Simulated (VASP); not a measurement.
Crystal: HfAg2Sn2.

```
Hf Sn Ag
1.0
     0.00000    4.54488    0.00000
     4.54488    0.00000    0.00000
     2.27244    2.27244   -5.70787
Hf Sn Ag
1 2 2
Direct
  0.00000 0.00000 0.00000
  0.38100 0.38100 0.23800
  0.61900 0.61900 0.76200
  0.75000 0.25000 0.50000
  0.25000 0.75000 0.50000
```

```yaml
Program: VASP 6.6.1
Task: relaxation of the atoms
Functional: PBE
Potentials_or_basis: VASP PAW PBE potentials, release 64 (Hf_pv, Sn_d, Ag)
Cutoff: 520 eV
k_mesh: 7 × 7 × 7
Occupations: fermi-dirac, width 0.1017 eV
Spin: no spin polarisation
```

At the start: pressure -2.0 GPa; volume 23.58 Å³/atom.

Question: How do energy, volume and symmetry change on relaxing?

Answer: Over 3 steps the energy falls by 2.0 meV/atom at a fixed cell; space group I4/mmm (No. 139, to 0.1 Å) before and after.

The path:
```tsv
step	energy change (eV)	largest force (eV/Å)	pressure (GPa)
1	0.0000	0.4667	-2.02
2	-0.0102	0.0233	-2.15
3	-0.0102	0.0013	-2.15
```

Final structure:
```
Hf Sn Ag
1.0
     0.00000    4.54488    0.00000
     4.54488    0.00000    0.00000
     2.27244    2.27244   -5.70787
Hf Sn Ag
1 2 2
Direct
  0.00000 0.00000 0.00000
  0.38288 0.38288 0.23424
  0.61712 0.61712 0.76576
  0.75000 0.25000 0.50000
  0.25000 0.75000 0.50000
```
